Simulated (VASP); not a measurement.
# SrO (Fm-3m) in VASP: further runs, part 2 of 2

VASP 6.6.1.

## Step 3: Single point, revPBE+D3(BJ), non-collinear spin, zero start, spin-orbit coupling

This run uses another cell than the first one, of 16.90 Å³/atom.

INCAR

```
SYSTEM = SrO
  PREC = Accurate
  ENCUT = 520
  EDIFF = 1E-6
  ISMEAR = -5
  SIGMA = 0.1
  LREAL = .FALSE.
  LASPH = .TRUE.
  NELM = 150
  ALGO = Normal
  ISIF = 2
  LWAVE = .FALSE.
  LCHARG = .FALSE.
  MAGMOM = 0 0 0 0 0 0
  LORBIT = 11
  LSORBIT = .TRUE.
  GGA_COMPAT = .FALSE.
  LORBMOM = .TRUE.
  GGA = RE
  IVDW = 12
  NBANDS = 28
```

KPOINTS

```
Automatic mesh
0
G
  9 9 9
  0 0 0
```

POSCAR

```
SrO
1.0
    0.0000000000      2.5663000000      2.5663000000
    2.5663000000      0.0000000000      2.5663000000
    2.5663000000      2.5663000000      0.0000000000
Sr O
1 1
Direct
    0.5000000000      0.5000000000      0.5000000000
    0.0000000000      0.0000000000      0.0000000000
```

Potentials or basis: VASP PAW PBE potentials, release 64 (Sr_sv, O).

Launch:

```console
> cat potpaw_PBE.64/Sr_sv/POTCAR potpaw_PBE.64/O/POTCAR > POTCAR
> mpirun -np 1 vasp_ncl > vasp.out
```

OUTCAR:

```text
SYSTEM = SrO
   PREC = Accurate
   ENCUT = 520
   EDIFF = 1E-6
   ISMEAR = -5
   LREAL = .FALSE.
   LASPH = .TRUE.
   NELM = 150
   ISIF = 2
   LORBIT = 11
   LSORBIT = .TRUE.
   GGA = RE
   IVDW = 12
 IVDW          = 12

 ion  position               nearest neighbor table
   1  0.500  0.500  0.500-   2 2.57   2 2.57   2 2.57   2 2.57   2 2.57   2 2.57
   2  0.000  0.000  0.000-   1 2.57   1 2.57   1 2.57   1 2.57   1 2.57   1 2.57

  LATTYP: Found a face centered cubic cell.
 ALAT       =     5.1326000000

  Lattice vectors:

 A1 = (   0.0000000000,   2.5663000000,   2.5663000000)
 A2 = (   2.5663000000,   0.0000000000,   2.5663000000)
 A3 = (   2.5663000000,   2.5663000000,   0.0000000000)

Analysis of symmetry for initial positions (statically):
=====================================================================
 Subroutine PRICEL returns:
 Original cell was already a primitive cell.

 Routine SETGRP: Setting up the symmetry group for a
 face centered cubic supercell.

 Subroutine GETGRP returns: Found 48 space group operations
 (whereof 48 operations were pure point group operations)
[... 1017 lines left out ...]
     0.0000000     0.0000000     0.0000000     0.0000000     0.0000000     0.0000000     0.0000000
     0.0000000     0.0000000     0.0000000     0.0000000     0.0000000     0.0000000     0.0000000
     0.0000000     0.0000000     0.0000000     0.0000000     0.0000000     0.0000000     0.0000000
     0.0000000     0.0000000     0.0000000     0.0000000     0.0000000     0.0000000     0.0000000
     0.0000000     0.0000000     0.0000000     0.0000000     0.0000000     0.0000000     0.0000000

 Ion:    2  E_soc:     -0.0003104
 l=   1
     0.0000000    -0.0000517    -0.0000517
    -0.0000517     0.0000000    -0.0000517
    -0.0000517    -0.0000517     0.0000000
 l=   2
     0.0000000     0.0000000     0.0000000     0.0000000     0.0000000
     0.0000000     0.0000000     0.0000000     0.0000000     0.0000000
     0.0000000     0.0000000     0.0000000     0.0000000     0.0000000
     0.0000000     0.0000000     0.0000000     0.0000000     0.0000000
     0.0000000     0.0000000     0.0000000     0.0000000     0.0000000
 l=   3
     0.0000000     0.0000000     0.0000000     0.0000000     0.0000000     0.0000000     0.0000000
     0.0000000     0.0000000     0.0000000     0.0000000     0.0000000     0.0000000     0.0000000
     0.0000000     0.0000000     0.0000000     0.0000000     0.0000000     0.0000000     0.0000000
     0.0000000     0.0000000     0.0000000     0.0000000     0.0000000     0.0000000     0.0000000
     0.0000000     0.0000000     0.0000000     0.0000000     0.0000000     0.0000000     0.0000000
     0.0000000     0.0000000     0.0000000     0.0000000     0.0000000     0.0000000     0.0000000
     0.0000000     0.0000000     0.0000000     0.0000000     0.0000000     0.0000000     0.0000000

 total charge

# of ion       s       p       d       tot
------------------------------------------
    1        2.018   5.857   0.260   8.135
    2        1.555   3.435   0.000   4.990
--------------------------------------------------
tot          3.573   9.292   0.260  13.125

 magnetization (x)

# of ion       s       p       d       tot
------------------------------------------
    1       -0.000  -0.000   0.000  -0.000
    2        0.000   0.000   0.000   0.000
--------------------------------------------------
tot          0.000  -0.000   0.000   0.000

 magnetization (y)

# of ion       s       p       d       tot
------------------------------------------
    1       -0.000   0.000   0.000   0.000
    2        0.000  -0.000   0.000   0.000
--------------------------------------------------
tot          0.000   0.000   0.000   0.000

 magnetization (z)

# of ion       s       p       d       tot
------------------------------------------
    1        0.000   0.000  -0.000  -0.000
    2       -0.000   0.000   0.000  -0.000
--------------------------------------------------
tot         -0.000   0.000  -0.000  -0.000
```

stdout:

```text
POSCAR found type information on POSCAR SrO
 POSCAR found :  2 types and       2 ions
 scaLAPACK will be used
 -----------------------------------------------------------------------------
|                                                                             |
|                                                                             |
|     You enforced a specific xc type in the INCAR file but a different       |
|     I HOPE YOU KNOW WHAT YOU ARE DOING!                                     |
|                                                                             |
 -----------------------------------------------------------------------------

 LDA part: xc-table for (Slater+PW92), standard interpolation
 POSCAR, INCAR and KPOINTS ok, starting setup
 FFT: planning ... GRIDC
 FFT: planning ... GRID_SOFT
 FFT: planning ... GRID
 WAVECAR not read
 entering main loop
```

Wall time 2.6 min (1 thread of Intel Xeon 8259CL, shared host); peak memory 0.28 GiB.

Results:

- Free energy: -12.3944 eV
- Pressure: 1.8 GPa
- Net moment: 0.00 μB per cell
- Valence electrons inside the program's atomic spheres: Sr 8.13; O 4.99
- Dispersion energy per atom: -0.444 eV

Moments on the atoms (μB; x, y, z):
```
Sr  0.00 0.00 0.00
O   0.00 0.00 0.00
```

Caveat: the PAW data sets were made with another functional, which shifts forces and pressure a little.

## Step 4: Single point, r2SCAN, non-collinear spin, zero start, spin-orbit coupling

This run uses another cell than the first one, of 16.90 Å³/atom.

POSCAR is that of step 3.

INCAR.step1

```
SYSTEM = SrO
PREC = Accurate
ENCUT = 520
ISMEAR = -5
SIGMA = 0.1
LREAL = .False.
LASPH = .True.
NELM = 150
LNONCOLLINEAR = .True.
MAGMOM = 0 0 0 0 0 0
LSORBIT = .True.
GGA_COMPAT = .False.
NBANDS = 28
GGA = PE
ALGO = Normal
EDIFF = 1E-4
LWAVE = .True.
LCHARG = .False.
```

INCAR.step2

```
SYSTEM = SrO
PREC = Accurate
ENCUT = 520
EDIFF = 1E-6
ISMEAR = -5
SIGMA = 0.1
LREAL = .False.
LASPH = .True.
NELM = 150
ALGO = Normal
ISIF = 2
LWAVE = .False.
LCHARG = .True.
LNONCOLLINEAR = .True.
MAGMOM = 0 0 0 0 0 0
LORBIT = 11
LSORBIT = .True.
GGA_COMPAT = .False.
LORBMOM = .True.
METAGGA = R2SCAN
LMIXTAU = .True.
LVHAR = .True.
NBANDS = 28
ISTART = 1
```

KPOINTS

```
regular mesh
0
Gamma
  9 9 9
  0 0 0
```

Potentials or basis: VASP PAW PBE potentials, release 64 (Sr_sv, O).

Launch:

```console
> cat potpaw_PBE.64/Sr_sv/POTCAR potpaw_PBE.64/O/POTCAR > POTCAR
> cp INCAR.step1 INCAR
> mpirun -np 1 vasp_ncl > vasp.out
> cp INCAR.step2 INCAR
> mpirun -np 1 vasp_ncl > vasp.out
```

OUTCAR:

```text
SYSTEM = SrO
   PREC = Accurate
   ENCUT = 520
   EDIFF = 1E-6
   ISMEAR = -5
   LREAL = .False.
   LASPH = .True.
   NELM = 150
   ISIF = 2
   LNONCOLLINEAR = .True.
   LORBIT = 11
   LSORBIT = .True.
   METAGGA = R2SCAN
   ISTART = 1

 ion  position               nearest neighbor table
   1  0.500  0.500  0.500-   2 2.57   2 2.57   2 2.57   2 2.57   2 2.57   2 2.57
   2  0.000  0.000  0.000-   1 2.57   1 2.57   1 2.57   1 2.57   1 2.57   1 2.57

  LATTYP: Found a face centered cubic cell.
 ALAT       =     5.1326000000

  Lattice vectors:

 A1 = (   0.0000000000,   2.5663000000,   2.5663000000)
 A2 = (   2.5663000000,   0.0000000000,   2.5663000000)
 A3 = (   2.5663000000,   2.5663000000,   0.0000000000)

Analysis of symmetry for initial positions (statically):
=====================================================================
 Subroutine PRICEL returns:
 Original cell was already a primitive cell.

 Routine SETGRP: Setting up the symmetry group for a
 face centered cubic supercell.

 Subroutine GETGRP returns: Found 48 space group operations
 (whereof 48 operations were pure point group operations)
 out of a pool of 48 trial point group operations.

[... 1007 lines left out ...]
     0.0000000     0.0000000     0.0000000     0.0000000     0.0000000     0.0000000     0.0000000
     0.0000000     0.0000000     0.0000000     0.0000000     0.0000000     0.0000000     0.0000000
     0.0000000     0.0000000     0.0000000     0.0000000     0.0000000     0.0000000     0.0000000
     0.0000000     0.0000000     0.0000000     0.0000000     0.0000000     0.0000000     0.0000000
     0.0000000     0.0000000     0.0000000     0.0000000     0.0000000     0.0000000     0.0000000

 Ion:    2  E_soc:     -0.0002862
 l=   1
     0.0000000    -0.0000477    -0.0000477
    -0.0000477     0.0000000    -0.0000477
    -0.0000477    -0.0000477     0.0000000
 l=   2
     0.0000000     0.0000000     0.0000000     0.0000000     0.0000000
     0.0000000     0.0000000     0.0000000     0.0000000     0.0000000
     0.0000000     0.0000000     0.0000000     0.0000000     0.0000000
     0.0000000     0.0000000     0.0000000     0.0000000     0.0000000
     0.0000000     0.0000000     0.0000000     0.0000000     0.0000000
 l=   3
     0.0000000     0.0000000     0.0000000     0.0000000     0.0000000     0.0000000     0.0000000
     0.0000000     0.0000000     0.0000000     0.0000000     0.0000000     0.0000000     0.0000000
     0.0000000     0.0000000     0.0000000     0.0000000     0.0000000     0.0000000     0.0000000
     0.0000000     0.0000000     0.0000000     0.0000000     0.0000000     0.0000000     0.0000000
     0.0000000     0.0000000     0.0000000     0.0000000     0.0000000     0.0000000     0.0000000
     0.0000000     0.0000000     0.0000000     0.0000000     0.0000000     0.0000000     0.0000000
     0.0000000     0.0000000     0.0000000     0.0000000     0.0000000     0.0000000     0.0000000

 total charge

# of ion       s       p       d       tot
------------------------------------------
    1        2.015   5.921   0.243   8.179
    2        1.555   3.453   0.000   5.008
--------------------------------------------------
tot          3.570   9.374   0.243  13.187

 magnetization (x)

# of ion       s       p       d       tot
------------------------------------------
    1        0.000   0.000   0.000   0.000
    2        0.000   0.000   0.000   0.000
--------------------------------------------------
tot          0.000   0.000   0.000   0.000

 magnetization (y)

# of ion       s       p       d       tot
------------------------------------------
    1        0.000   0.000   0.000   0.000
    2       -0.000   0.000   0.000  -0.000
--------------------------------------------------
tot         -0.000   0.000   0.000  -0.000

 magnetization (z)

# of ion       s       p       d       tot
------------------------------------------
    1        0.000  -0.000   0.000   0.000
    2        0.000  -0.000   0.000   0.000
--------------------------------------------------
tot          0.000  -0.000   0.000   0.000
```

It took 12 min on 1 thread of Intel Xeon 8259CL, shared host; peak memory 0.31 GiB.

Results:

- Free energy: -27.1319 eV
- Pressure: 2.1 GPa
- Net moment: 0.00 μB per cell
- Valence electrons inside the program's atomic spheres: Sr 8.18; O 5.01

Moments on the atoms (μB; x, y, z):
```
Sr  0.00 0.00 0.00
O   0.00 0.00 0.00
```

Caveat: the PAW data sets were made with another functional, which shifts forces and pressure a little.

## Step 5: Single point, HSE06+D3(BJ)

This run uses another cell than the first one, of 16.90 Å³/atom.

POSCAR is that of step 4.

INCAR.step1

```
SYSTEM = SrO
  ALGO = Normal
  EDIFF = 1E-5
  ENCUT = 520
  GGA = PE
  ISIF = 2
  ISMEAR = 0
  LASPH = .TRUE.
  LREAL = .FALSE.
  LWAVE = .TRUE.
  NBANDS = 15
  NELM = 100
  PREC = Accurate
  SIGMA = 0.05
```

INCAR.step2

```
SYSTEM = SrO
  ALGO = Normal
  EDIFF = 1E-6
  ENCUT = 520
  GGA = PE
  HFSCREEN = 0.2079
  ISIF = 2
  ISMEAR = 0
  ISTART = 1
  IVDW = 12
  LASPH = .TRUE.
  LCHARG = .TRUE.
  LELF = .TRUE.
  LHFCALC = .TRUE.
  LREAL = .FALSE.
  LVHAR = .TRUE.
  LWAVE = .FALSE.
  NBANDS = 15
  NELM = 100
  PREC = Accurate
  PRECFOCK = Normal
  SIGMA = 0.05
  VDW_A1 = 0.383
  VDW_A2 = 5.685
  VDW_S6 = 1.0
  VDW_S8 = 2.31
```

KPOINTS

```
k-points
0
G
  5 5 5
  0 0 0
```

Launch:

```console
> cat potpaw_PBE.64/Sr_sv/POTCAR potpaw_PBE.64/O/POTCAR > POTCAR
> cp INCAR.step1 INCAR
> mpirun -np 1 vasp_std > vasp.out
> cp INCAR.step2 INCAR
> mpirun -np 1 vasp_std > vasp.out
```

It took 25 min on 1 thread of Intel Xeon 8259CL, shared host; peak memory 0.28 GiB.

It converged, with:

```
Free energy                : -14.9042 eV
Pressure                   : -1.9 GPa
Band gap on the k mesh     : 4.94 eV (least direct gap 5.06 eV)
Dispersion energy per atom : -0.362 eV
```

Levels at points of the mesh, in eV from the valence-band top:
```
           k point  band 6  band 7  band 8  band 9  band 10  band 11
(0.00, 0.00, 0.00)    0.00    0.00    0.00    5.51     7.89     7.89
```

Caveat: the k points lie up to 0.42 Å⁻¹ apart; the PAW data sets were made with another functional, which shifts forces and pressure a little; an odd mesh through Γ misses points on the zone boundary, where band edges can lie.

## Step 6: The runs side by side

```tsv
level	spin	cell	k mesh	smearing	grid for exact exchange (PRECFOCK)	share of exact exchange	screening parameter	gap on the mesh (eV)	pressure (GPa)	moment (μB)
BLYP+D3(BJ)	non-collinear, typed start	a = 3.700 Å, angles 60.0°, 2 atoms	9 × 9 × 9	fermi-dirac 0.05 eV	-	-	-	3.47	-3.9	0.00
revPBE+D3(BJ)	non-collinear, zero start, SOC	a = 3.629 Å, angles 60.0°, 2 atoms	9 × 9 × 9	tetrahedron	-	-	-	-	1.8	0.00
r2SCAN	non-collinear, zero start, SOC	a = 3.629 Å, angles 60.0°, 2 atoms	9 × 9 × 9	tetrahedron	-	-	-	-	2.1	0.00
HSE06+D3(BJ)	off	a = 3.629 Å, angles 60.0°, 2 atoms	5 × 5 × 5	gaussian 0.05 eV	Normal	0.25	0.2079 1/Å	4.94	-1.9	-
```

Alike in all rows: task single point; potentials or basis VASP PAW PBE potentials, release 64 (Sr_sv, O); cutoff (eV) 520.

Caveats: some runs use coarse meshes; the PAW data sets were made with another functional, which shifts forces and pressure a little; an odd mesh through Γ misses points on the zone boundary, where band edges can lie (at least some runs); three body term missing (at least some runs); the cell stands under tension (at least some runs).

Total energies depend on the potentials used, so only differences within one code and one set of settings carry meaning.
